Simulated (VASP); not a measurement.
# Mg3Zn7S10 (P1) in VASP: a series of runs, part 2 of 2

VASP 6.6.1.

## (3) Single point, PBE

This run uses another cell than the first one, of 21.05 Å³/atom.

File INCAR:

```
ALGO = Normal
EDIFF = 1E-6
ENCUT = 520
GGA = PE
ISIF = 2
ISMEAR = 0
ISYM = 0
LASPH = True
LCHARG = False
LREAL = Auto
LWAVE = False
NBANDS = 91
NELM = 100
PREC = Accurate
SIGMA = 0.1
```

File KPOINTS:

```
k-points
0
Gamma
  3 3 2
```

File POSCAR:

```
Mg3Zn7S10
1.0
    0.0008464560      0.0004625763      6.3732735422
   -0.0075564664      6.7567354133      0.0004998339
   -9.7707515118     -3.3675255937     -0.0015613101
Mg S Zn
3 10 7
Direct
    0.9991792193      0.5387950281      0.4077702103
    0.9990920651      0.3324773151      0.9949635826
    0.9990651508      0.9374597244      0.2014413859
    0.3720699810      0.7338794681      0.7997844461
    0.3864005877      0.5347867867      0.4018789196
    0.3720230442      0.1344471527      0.6009080583
    0.3864183519      0.3332201061      0.9987213964
    0.3863020650      0.9339109790      0.2002982618
    0.8704651182      0.4635783084      0.6093718591
    0.8712424694      0.2757667978      0.2015386928
    0.8705798768      0.8786094891      0.4080304533
    0.8706720767      0.0556998969      0.7937147532
    0.8706695411      0.6722255202      0.9951349846
    0.9995067284      0.7324423416      0.7990854269
    0.9995136030      0.1348987197      0.6036324607
    0.4993791575      0.4667306964      0.6026878937
    0.5026570737      0.2690068503      0.2001726015
    0.5008735248      0.8708871055      0.4025192359
    0.4994805616      0.0641145239      0.7975802410
    0.5008293872      0.6684131699      0.9977816031
```

Potentials or basis: VASP PAW PBE potentials, release 64 (Mg, S, Zn).

Started as:

```console
cat potpaw_PBE.64/Mg/POTCAR potpaw_PBE.64/S/POTCAR potpaw_PBE.64/Zn/POTCAR > POTCAR
mpirun -np 1 vasp_std > vasp.out
```

OUTCAR:

```text
EDIFF = 1E-6
   ENCUT = 520
   GGA = PE
   ISIF = 2
   ISMEAR = 0
   ISYM = 0
   LASPH = True
   LREAL = Auto
   NELM = 100
   PREC = Accurate

 ion  position               nearest neighbor table
   1  0.999  0.539  0.408-  10 2.43  11 2.44   9 2.44   5 2.47
   2  0.999  0.332  0.995-  10 2.43  13 2.44  12 2.44   7 2.47
   3  0.999  0.937  0.201-  10 2.43  11 2.44  13 2.44   8 2.47
   4  0.372  0.734  0.800-  14 2.37  20 2.38  19 2.38  16 2.38
   5  0.386  0.535  0.402-  16 2.38  18 2.38  17 2.39   1 2.47
   6  0.372  0.134  0.601-  15 2.37  19 2.38  16 2.38  18 2.38
[... 12 lines left out ...]
  19  0.499  0.064  0.798-  12 2.37   6 2.38   4 2.38   7 2.39
  20  0.501  0.668  0.998-  13 2.36   4 2.38   7 2.38   8 2.39

IMPORTANT INFORMATION: All symmetrisations will be switched off!
NOSYMM: (Re-)initialisation of all symmetry stuff for point group C_1.

----------------------------------------------------------------------------------------

                                     Primitive cell

  volume of cell :     420.9154

  direct lattice vectors                    reciprocal lattice vectors
     0.000846456  0.000462576  6.373273542    -0.000021064 -0.000011631  0.156905241
    -0.007556466  6.756735413  0.000499834    -0.050989254  0.147943443 -0.000003966
    -9.770751512 -3.367525594 -0.001561310    -0.102306841 -0.000114417  0.000013596

  length of vectors
     6.373273615  6.756739657 10.334786702     0.156905243  0.156483758  0.102306906

  position of ions in fractional coordinates (direct lattice)
     0.999179219  0.538795028  0.407770210
     0.999092065  0.332477315  0.994963583
     0.999065151  0.937459724  0.201441386
     0.372069981  0.733879468  0.799784446
     0.386400588  0.534786787  0.401878920
     0.372023044  0.134447153  0.600908058
[... 115 lines left out ...]
  volume/ion in A,a.u.               =      21.05       142.02
  Fermi-wavevector in a.u.,A,eV,Ry     =   1.160665  2.193339 18.329005  1.347144
  Thomas-Fermi vector in A             =   2.297245
   LORBIT       =      0    0 simple, 1 ext, 2 COOP (PROOUT), +10 PAW based schemes
   GGA     = PE    functional components
   LHFCALC =     F    Hartree Fock is set to
   AEXX    =    0.0000 exact exchange contribution
   IVDW    =     0    specifies the selected vdW correction
   LEPSILON=     F    determine dielectric tensor
   LRPA    =     F    only Hartree local field effects (RPA)
 non-spin polarized calculation
 Gauss-broadening in eV      SIGMA  =   0.10
  energy-cutoff  :      520.00
  volume of cell :      420.92
 maximum number of plane-waves:     11377
   NGX = 23   NGY = 25   NGZ = 39

 number of electron     150.0000052 magnetization

 Free energy of the ion-electron system (eV)
  ---------------------------------------------------
  ext. energy  EPLUGINS =         0.00000000
  ---------------------------------------------------
  free energy    TOTEN  =       -73.21334047 eV

  energy without entropy =      -73.21334047  energy(sigma->0) =      -73.21334047

 E-fermi :   2.1334     XC(G=0):  -9.1247

 val. band max:        1.6476294129   @ k =   0.0000   0.0000   0.0000
 cond. band min:       3.9493084741   @ k =   0.0000   0.0000   0.0000
 fundamental gap:      2.3016790612
 Fermi energy:         2.1334067098

 k-point     1 :       0.0000    0.0000    0.0000
  band No.  band energies     occupation
      1     -10.8728      2.00000
      2     -10.2710      2.00000
      3     -10.2646      2.00000
      4     -10.0380      2.00000
      5     -10.0190      2.00000
      6      -9.8988      2.00000
[... 889 lines left out ...]
     86       7.2577      0.00000
     87       7.3275      0.00000
 [bands above 87 left out]

------------------------ aborting loop because EDIFF is reached ----------------------------------------

  FORCE on cell =-STRESS in cart. coord.  units (eV):
  Direction    XX          YY          ZZ          XY          YZ          ZX
  --------------------------------------------------------------------------------------
  -------------------------------------------------------------------------------------
  Total        0.2018349      0.1127133      0.1777223      0.1589205     -0.0168587     -0.0428578
  in kB        0.7682667      0.4290333      0.6764841      0.6049167     -0.0641711     -0.1631343
  external PRESSURE =       0.6245947 kB  Pullay stress =       0.0000000 kB

 VOLUME and BASIS-vectors are now :
 -----------------------------------------------------------------------------
  energy-cutoff  :      520.00
  volume of cell :      420.92
      direct lattice vectors                 reciprocal lattice vectors
     0.000846456  0.000462576  6.373273542    -0.000021064 -0.000011631  0.156905241
    -0.007556466  6.756735413  0.000499834    -0.050989254  0.147943443 -0.000003966
    -9.770751512 -3.367525594 -0.001561310    -0.102306841 -0.000114417  0.000013596

 POSITION                                       TOTAL-FORCE (eV/Angst)
 -----------------------------------------------------------------------------------
     -3.98745      2.26778      6.36768        -0.003580      0.005964     -0.002866
     -9.72321     -1.10364      6.36610         0.009312      0.003497     -0.000881
     -1.97447      5.65627      6.36747         0.003793      0.015919     -0.003909
     -7.81973      2.26551      2.37042         0.012367      0.010263     -0.003924
     -3.93037      2.26025      2.46228         0.008686      0.011602     -0.018846
     -5.87202     -1.11498      2.37013         0.009179      0.013417     -0.000484
[... 12 lines left out ...]
     -7.79302     -2.25244      3.18211        -0.018968     -0.007119      0.000535
     -9.75370      1.15647      3.19070        -0.018387     -0.009583      0.000891
 -----------------------------------------------------------------------------------
    total drift:                                0.000062     -0.001387     -0.000384

  FREE ENERGIE OF THE ION-ELECTRON SYSTEM (eV)
  ---------------------------------------------------
  free  energy   TOTEN  =       -73.2133404700 eV

  energy  without entropy=      -73.2133404700  energy(sigma->0) =      -73.21334047
```

Run time: 18 min. Hardware: 1 thread of Oxide Virtual Turin-like, shared host; peak memory 0.54 GiB.

Results:

```yaml
Free_energy: -73.2133 eV
Pressure: 0.1 GPa
Largest_force: 0.031 eV/Å
Band_gap_on_the_k_mesh: 2.30 eV
```

Forces in eV/Å, atoms in the order of the input:
```
Mg  -0.004  0.006 -0.003
Mg   0.009  0.003 -0.001
Mg   0.004  0.016 -0.004
S    0.012  0.010 -0.004
S    0.009  0.012 -0.019
S    0.009  0.013  0.000
S    0.010  0.007 -0.019
S    0.007  0.005 -0.018
S    0.024 -0.001  0.010
S    0.004 -0.009  0.026
S    0.025 -0.012  0.015
S   -0.010  0.002  0.008
S   -0.013 -0.014  0.014
Zn  -0.001  0.008  0.003
Zn   0.001  0.001  0.000
Zn  -0.019 -0.008 -0.002
Zn  -0.015 -0.013 -0.004
Zn  -0.016 -0.011 -0.004
Zn  -0.019 -0.007  0.001
Zn  -0.018 -0.010  0.001
```

Stress tensor (GPa, compression positive):
```
 0.08  0.06 -0.02
 0.06  0.04 -0.01
-0.02 -0.01  0.07
```
